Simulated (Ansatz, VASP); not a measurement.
## InP: VASP beside Ansatz

```
In P
1.0
     0.00000    2.93050    2.93050
     2.93050    0.00000    2.93050
     2.93050    2.93050    0.00000
In P
1 1
Direct
  0.00000 0.00000 0.00000
  0.75000 0.75000 0.75000
```

Alike in both runs: task relaxation of cell and atoms; functional PBEsol; k mesh 8 × 8 × 8; occupations fermi-dirac, width 0.05 eV; no spin polarisation.

|  | VASP | Ansatz |
| --- | --- | --- |
| version | VASP 6.6.1 | Ansatz 0.2.0 |
| potentials or method | VASP PAW PBE potentials, release 64 (In_d, P), cutoff 600 eV | all-electron LAPW, scalar-relativistic |

```tsv
	VASP	Ansatz	Ansatz less VASP
relaxed volume (Å³/atom)	25.40	25.39	-0.007
relaxed cell length with the largest relative difference (Å)	4.157	4.157	-0.0004
```

VASP's potentials were made for PBE, not for PBEsol. Ansatz ran all-electron here, and VASP with PAW potentials.
